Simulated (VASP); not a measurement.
# Na (Fd-3m) in VASP: single point with LDA

Aim: the single point of Na with LDA.

Everything below comes from runs of VASP 6.6.1. Logs are shortened: lines on timing, memory, paths and dates and some standing lists are left out, and cuts for length are marked.

**1. The cell of the first run**

Symmetry: Fd-3m, No. 227, cubic system. The conventional cell has a = 6.756 Å, b = 6.756 Å, c = 6.756 Å, α = 90.00°, β = 90.00°, γ = 90.00°. Na (site symmetry -43m) has 4 Na at 2.93 Å within 3.9 Å.

This isn't the form of Na at room conditions, which is bcc.

**2. Single point, LDA (38.55 Å³/atom)**

Input file POSCAR:

```
Na
1.0
    0.0000000000      3.3781102118      3.3781102118
    3.3781102118      0.0000000000      3.3781102118
    3.3781102118      3.3781102118      0.0000000000
Na
2
Direct
   -0.1250000000     -0.1250000000     -0.1250000000
    0.1250000000      0.1250000000      0.1250000000
```

Input file INCAR.step1:

```
PREC     = Accurate       # precision mode
ENCUT    = 520            # plane-wave cutoff, eV
EDIFF    = 1E-7           # SCF threshold, eV
ISMEAR   = -1             # smearing method
SIGMA    = 0.08           # smearing width, eV
LREAL    = False          # projectors in reciprocal space
LASPH    = True           # aspherical terms in the spheres
NELM     = 60             # most SCF steps
ALGO     = Normal         # electronic algorithm
ISIF     = 2              # what is computed and relaxed
LWAVE    = False          # write WAVECAR
LCHARG   = True           # write CHGCAR
NBANDS   = 14             # bands
```

Input file KPOINTS.step1:

```
regular mesh
0
Gamma
  10 10 10
```

Input file INCAR.step2:

```
PREC     = Accurate       # precision mode
ENCUT    = 520            # plane-wave cutoff, eV
EDIFF    = 1E-7           # SCF threshold, eV
ISMEAR   = -5             # smearing method
SIGMA    = 0.08           # smearing width, eV
LREAL    = False          # projectors in reciprocal space
LASPH    = True           # aspherical terms in the spheres
NELM     = 60             # most SCF steps
ALGO     = Normal         # electronic algorithm
ISIF     = 2              # what is computed and relaxed
LWAVE    = False          # write WAVECAR
LCHARG   = False          # write CHGCAR
LORBIT   = 11             # projections on sites
NEDOS    = 1001           # points of the DOS
ICHARG   = 11             # starting density
```

Input file KPOINTS.step2:

```
regular mesh
0
Gamma
  15 15 15
```

Potentials or basis: VASP PAW LDA potentials, release 64 (Na_pv).

On the command line:

```console
cat potpaw_LDA.64/Na_pv/POTCAR > POTCAR
cp INCAR.step1 INCAR
cp KPOINTS.step1 KPOINTS
mpirun -np 1 vasp_std > vasp.out
cp INCAR.step2 INCAR
cp KPOINTS.step2 KPOINTS
mpirun -np 1 vasp_std > vasp.out
```

OUTCAR:

```text
PREC = Accurate
   ENCUT = 520
   EDIFF = 1E-7
   ISMEAR = -5
   LREAL = False
   LASPH = True
   NELM = 60
   ISIF = 2
   LORBIT = 11
   ICHARG = 11

 ion  position               nearest neighbor table
   1  0.875  0.875  0.875-
   2  0.125  0.125  0.125-

  LATTYP: Found a face centered cubic cell.
 ALAT       =     6.7562204236

  Lattice vectors:

 A1 = (   0.0000000000,   3.3781102118,   3.3781102118)
 A2 = (   3.3781102118,   0.0000000000,   3.3781102118)
 A3 = (   3.3781102118,   3.3781102118,   0.0000000000)

Analysis of symmetry for initial positions (statically):
=====================================================================
 Subroutine PRICEL returns:
 Original cell was already a primitive cell.

 Routine SETGRP: Setting up the symmetry group for a
 face centered cubic supercell.

 Subroutine GETGRP returns: Found 48 space group operations
 (whereof 12 operations were pure point group operations)
 out of a pool of 48 trial point group operations.

The static configuration has the point symmetry D_3d.
 The point group associated with its full space group is O_h .

Analysis of symmetry for dynamics (positions and initial velocities):
=====================================================================
 Subroutine PRICEL returns:
 Original cell was already a primitive cell.

 Routine SETGRP: Setting up the symmetry group for a
 face centered cubic supercell.

 Subroutine GETGRP returns: Found 48 space group operations
 (whereof 12 operations were pure point group operations)
 out of a pool of 48 trial point group operations.

The dynamic configuration has the point symmetry D_3d.
 The point group associated with its full space group is O_h .

 Subroutine INISYM returns: Found 48 space group operations
 (whereof 12 operations are pure point group operations),
 and found     1 'primitive' translations

----------------------------------------------------------------------------------------

                                     Primitive cell

  volume of cell :      77.0995

  direct lattice vectors                    reciprocal lattice vectors
     0.000000000  3.378110212  3.378110212    -0.148011749  0.148011749  0.148011749
     3.378110212  0.000000000  3.378110212     0.148011749 -0.148011749  0.148011749
     3.378110212  3.378110212  0.000000000     0.148011749  0.148011749 -0.148011749

  length of vectors
     4.777369277  4.777369277  4.777369277     0.256363869  0.256363869  0.256363869

  position of ions in fractional coordinates (direct lattice)
     0.875000000  0.875000000  0.875000000
     0.125000000  0.125000000  0.125000000

  ion indices of the primitive-cell ions
   primitive index   ion index
                 1           1
                 2           2

----------------------------------------------------------------------------------------

 KPOINTS: regular mesh

Automatic generation of k-mesh.
 Grid dimensions read from file:
 generate k-points for:   15   15   15

 Generating k-lattice:

  Cartesian coordinates                     Fractional coordinates (reciprocal lattice)
    -0.009867450  0.009867450  0.009867450     0.066666667  0.000000000  0.000000000
     0.009867450 -0.009867450  0.009867450     0.000000000  0.066666667  0.000000000
     0.009867450  0.009867450 -0.009867450     0.000000000  0.000000000  0.066666667

  Length of vectors
     0.017090925  0.017090925  0.017090925

  Shift w.r.t. Gamma in fractional coordinates (k-lattice)
     0.000000000  0.000000000  0.000000000

 TETIRR: Found    484 inequivalent tetrahedra from    20250

 Subroutine IBZKPT returns following result:
 ===========================================

 Found    120 irreducible k-points:

 Following reciprocal coordinates:
            Coordinates               Weight
  0.000000  0.000000  0.000000      1.000000
  0.066667  0.000000  0.000000      8.000000
  0.133333  0.000000  0.000000      8.000000
  0.200000  0.000000  0.000000      8.000000
  0.266667  0.000000  0.000000      8.000000
  0.333333  0.000000  0.000000      8.000000
[... 16 lines left out ...]
  0.133333  0.133333  0.000000      6.000000
  0.200000  0.133333  0.000000     24.000000
 [... further k-points ...]
   k-points           NKPTS =    120   k-points in BZ     NKDIM =    120   number of bands    NBANDS=     11
   number of dos      NEDOS =   1001   number of ions     NIONS =      2
   total plane-waves  NPLWV =  46656
   dimension x,y,z NGX =    36 NGY =   36 NGZ =   36
   dimension x,y,z NGXF=    72 NGYF=   72 NGZF=   72
   ions per type =               2
   NGX,Y,Z   is equivalent  to a cutoff of  12.53, 12.53, 12.53 a.u.
   NGXF,Y,Z  is equivalent  to a cutoff of  25.06, 25.06, 25.06 a.u.
 SYSTEM =  unknown system
   PREC   = accura    normal or accurate (medium, high low for compatibility)
   ISTART =      0    job   : 0-new  1-cont  2-samecut
   ICHARG =     11    charge: 1-file 2-atom 10-const
   ISPIN  =      1    spin polarized calculation?
   LNONCOLLINEAR =      F non collinear calculations
   LSORBIT =      F    spin-orbit coupling
   LASPH  =      T    aspherical Exc in radial PAW
   ENCUT  =  520.0 eV  38.22 Ry    6.18 a.u.   8.88  8.88  8.88*2*pi/ulx,y,z
   NELM   =     60;   NELMIN=  2; NELMDL=  0     # of ELM steps
   EDIFF  = 0.1E-06   stopping-criterion for ELM
   LREAL  =      F    real-space projection
   EDIFFG = 0.1E-05   stopping-criterion for IOM
   NSW    =      0    number of steps for IOM
   IBRION =     -1    ionic relax: 0-MD 1-quasi-New 2-CG
   NFREE  =      0    steps in history (QN), initial steepest desc. (CG)
   ISIF   =      2    stress and relaxation
   ISYM   =      2    0-nonsym 1-usesym 2-fastsym
   POTIM  = 0.5000    time-step for ionic-motion
   TEBEG  =    0.0;   TEEND  =   0.0 temperature during run
   PSTRESS=    0.0 pullay stress
   NELECT =      14.0000    total number of electrons
   NUPDOWN=      -1.0000    fix difference up-down
   EMIN   =  10.00;   EMAX   =-10.00  energy-range for DOS
   EFERMI =   0.00;   METHOD = LEGACY
   ISMEAR =    -5;   SIGMA  =   0.08  broadening in eV -4-tet -1-fermi 0-gaus
   EFERMI_NEDOS =   21; number of points for ismear=-14 and -15
   IALGO  =     38    algorithm
   IMIX   =      4    mixing-type and parameters
     AMIX     =   0.40;   BMIX     =  1.00
     AMIX_MAG =   1.60;   BMIX_MAG =  1.00
  volume/ion in A,a.u.               =      38.55       260.15
  Fermi-wavevector in a.u.,A,eV,Ry     =   0.927044  1.751859 11.692992  0.859411
  Thomas-Fermi vector in A             =   2.053072
   LORBIT       =     11    0 simple, 1 ext, 2 COOP (PROOUT), +10 PAW based schemes
   GGA     = CA    functional components
   LHFCALC =     F    Hartree Fock is set to
   AEXX    =    0.0000 exact exchange contribution
   IVDW    =     0    specifies the selected vdW correction
   LEPSILON=     F    determine dielectric tensor
   LRPA    =     F    only Hartree local field effects (RPA)
 non-spin polarized calculation
 Fermi weights with tetrahedron method with Bloechl corrections
  energy-cutoff  :      520.00
  volume of cell :       77.10
 maximum number of plane-waves:      2100

 number of electron      14.0000012 magnetization

 Free energy of the ion-electron system (eV)
  ---------------------------------------------------
  ext. energy  EPLUGINS =         0.00000000
  ---------------------------------------------------
  free energy    TOTEN  =        -2.14017358 eV

  energy without entropy =       -2.14017358  energy(sigma->0) =       -2.14017358

 E-fermi :   0.0824     XC(G=0):  -6.5577

 val. band max:        0.1887360977   @ k =  -0.4667   0.4667   0.0000
 cond. band min:       0.0493734585   @ k =  -0.4000   0.2667   0.0667
 fundamental gap:     -0.1393626392
 Fermi energy:         0.0824203014

 k-point     1 :       0.0000    0.0000    0.0000
  band No.  band energies     occupation
      1     -25.4063      2.00000
      2     -25.4063      2.00000
      3     -25.4063      2.00000
      4     -25.3126      2.00000
      5     -25.3126      2.00000
      6     -25.3126      2.00000
      7      -3.1361      2.00000
      8       5.7387      0.00000
      9       5.7387      0.00000
     10       5.7388      0.00000
     11       6.0097      0.00000

 k-point     2 :       0.0667    0.0000    0.0000
  band No.  band energies     occupation
      1     -25.4068      2.00000
      2     -25.4068      2.00000
      3     -25.4063      2.00000
      4     -25.3127      2.00000
      5     -25.3120      2.00000
      6     -25.3120      2.00000
      7      -3.0908      2.00000
      8       4.9858      0.00000
      9       5.5074      0.00000
     10       5.5074      0.00000
     11       6.3101      0.00000

 k-point     3 :       0.1333    0.0000    0.0000
  band No.  band energies     occupation
      1     -25.4083      2.00000
      2     -25.4083      2.00000
      3     -25.4063      2.00000
      4     -25.3132      2.00000
      5     -25.3106      2.00000
      6     -25.3106      2.00000
      7      -2.9552      2.00000
      8       4.0105      0.00000
      9       5.2486      0.00000
     10       5.2486      0.00000
     11       6.5318      0.00000
[... 267 lines left out ...]
 k-point    23 :       0.1333    0.1333    0.0000
  band No.  band energies     occupation
      1     -25.4107      2.00000
      2     -25.4107      2.00000
      3     -25.4025      2.00000
      4     -25.3170      2.00000
      5     -25.3084      2.00000
      6     -25.3084      2.00000
      7      -2.8950      2.00000
      8       4.5513      0.00000
      9       4.5513      0.00000
     10       5.1055      0.00000
     11       5.3158      0.00000

 k-point    24 :       0.2000    0.1333    0.0000
  band No.  band energies     occupation
      1     -25.4129      2.00000
      2     -25.4129      2.00000
      3     -25.4009      2.00000
      4     -25.3191      2.00000
      5     -25.3064      2.00000
      6     -25.3063      2.00000
      7      -2.7299      2.00000
      8       3.7988      0.00000
      9       4.3104      0.00000
     10       4.9456      0.00000
     11       5.4353      0.00000

 [... further k-points ...]

------------------------ aborting loop because EDIFF is reached ----------------------------------------

  FORCE on cell =-STRESS in cart. coord.  units (eV):
  Direction    XX          YY          ZZ          XY          YZ          ZX
  --------------------------------------------------------------------------------------
  -------------------------------------------------------------------------------------
  Total        0.6048229      0.6048229      0.6048229      0.0000000      0.0000000      0.0000000
  in kB       12.5686142     12.5686142     12.5686142      0.0000000      0.0000000      0.0000000
  external PRESSURE =      12.5686142 kB  Pullay stress =       0.0000000 kB

 VOLUME and BASIS-vectors are now :
 -----------------------------------------------------------------------------
  energy-cutoff  :      520.00
  volume of cell :       77.10
      direct lattice vectors                 reciprocal lattice vectors
     0.000000000  3.378110212  3.378110212    -0.148011749  0.148011749  0.148011749
     3.378110212  0.000000000  3.378110212     0.148011749 -0.148011749  0.148011749
     3.378110212  3.378110212  0.000000000     0.148011749  0.148011749 -0.148011749

 POSITION                                       TOTAL-FORCE (eV/Angst)
 -----------------------------------------------------------------------------------
      5.91169      5.91169      5.91169         0.000000      0.000000      0.000000
      0.84453      0.84453      0.84453        -0.000000     -0.000000     -0.000000
 -----------------------------------------------------------------------------------
    total drift:                                0.000000      0.000000      0.000000

  FREE ENERGIE OF THE ION-ELECTRON SYSTEM (eV)
  ---------------------------------------------------
  free  energy   TOTEN  =        -2.1401735797 eV

  energy  without entropy=       -2.1401735797  energy(sigma->0) =       -2.14017358

 total charge

# of ion       s       p       d       tot
------------------------------------------
    1        0.136   5.959   0.000   6.096
    2        0.136   5.959   0.000   6.096
--------------------------------------------------
tot          0.272  11.919   0.000  12.191
```

Run time: 2.3 min. Hardware: 1 thread of Oxide Virtual Turin-like, shared host; peak memory 0.17 GiB.

Results:

```yaml
Valence_electrons_inside_the_program's_atomic_spheres: Na 6.10
```
